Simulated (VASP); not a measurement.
**Si2C: single point with PBE**

Crystal: Si2C.

```
CELL_PARAMETERS angstrom
2.93062 0.00000 0.00000
-1.46531 2.53799 0.00000
0.00000 0.00000 8.81706
ATOMIC_POSITIONS crystal
Si 0.33333 0.66667 0.61284
Si 0.66667 0.33333 0.11284
Si 0.33333 0.66667 0.88716
Si 0.66667 0.33333 0.38716
C 0.33333 0.66667 0.25000
C 0.66667 0.33333 0.75000
```

```
Program                : VASP 6.6.1
Task                   : single point
Functional             : PBE
Potentials or basis    : VASP PAW PBE potentials, release 64 (Si, C)
Cutoff                 : 520 eV
k mesh                 : 6 × 6 × 2
Occupations            : gaussian, width 0.1 eV
Spin                   : no spin polarisation
Dipole correction      : no
Further INCAR settings : ALGO = Normal; EDIFF = 1e-07; NBANDS = 21
```

```yaml
Pressure: 0.1 GPa
Largest_force: 0.017 eV/Å
Band_gap_on_the_k_mesh: zero (band 12 reaches 15.09 eV, above the bottom of band 13 at 7.84 eV)
```

Forces in eV/Å, atoms in the order of the input:
```
Si   0.000  0.000  0.017
Si   0.000  0.000  0.017
Si   0.000  0.000 -0.017
Si   0.000  0.000 -0.017
C    0.000  0.000  0.000
C    0.000  0.000  0.000
```

Stress tensor (GPa, compression positive):
```
 0.19  0.00  0.00
 0.00  0.19  0.00
 0.00  0.00 -0.10
```

Levels at points of the mesh, in eV from the Fermi level:
```csv
k point,band 8,band 9,band 10,band 11,band 12,band 13,band 14,band 15,band 16,band 17
"(0.00, 0.00, 0.00)",-1.07,-0.95,-0.95,0.64,4.41,4.61,5.81,6.07,6.07,6.23
"(0.50, 0.00, 0.00)",-4.61,-3.38,-3.24,-3.10,-3.02,1.73,1.83,2.14,2.36,4.34
"(0.00, 0.00, 0.50)",-1.01,-1.01,-1.01,3.70,3.70,4.63,4.63,6.05,6.05,6.05
"(0.50, 0.00, 0.50)",-5.61,-3.25,-3.25,-1.74,-1.74,0.89,0.89,2.63,2.63,3.23
```

Wall time 15 s on 1 thread of Intel Xeon 6975P-C (shared host), peak memory 0.19 GiB.

Caveat: the k points lie up to 0.41 Å⁻¹ apart.
